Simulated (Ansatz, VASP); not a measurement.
**Two plane-wave programs on GaN**

```
CELL_PARAMETERS angstrom
3.15166 0.00000 0.00000
-1.57583 2.72941 0.00000
0.00000 0.00000 5.13816
ATOMIC_POSITIONS crystal
Ga 0.33333 0.66667 0.00020
Ga 0.66667 0.33333 0.50020
N 0.33333 0.66667 0.37660
N 0.66667 0.33333 0.87660
```

Alike in both runs: functional LDA; k mesh 10 × 10 × 6; no spin polarisation.

Ansatz relaxed the structure, and its values are those at the end. VASP's run is a single point on that final structure, the one shown.

|  | VASP | Ansatz |
| --- | --- | --- |
| version | VASP 6.6.1 | Ansatz 0.2.0 |
| potentials or method | VASP PAW LDA potentials, release 64 (Ga_d, N), cutoff 520 eV | scalar-relativistic, plane waves, PAW |
| occupations | gaussian, width 0.01 eV | fixed |
| valence electrons in the cell | 36 | 36 |

```csv
,VASP,Ansatz,Ansatz less VASP
gap on the k mesh at the Fermi level (eV),2.15,2.13,-0.013
least direct gap on the mesh (eV),2.15,2.13,-0.013
pressure (GPa),1.1,0.0,-1.11
```

LDA's correlation is that of Perdew and Zunger in VASP and of Perdew and Wang (1992) in Ansatz.
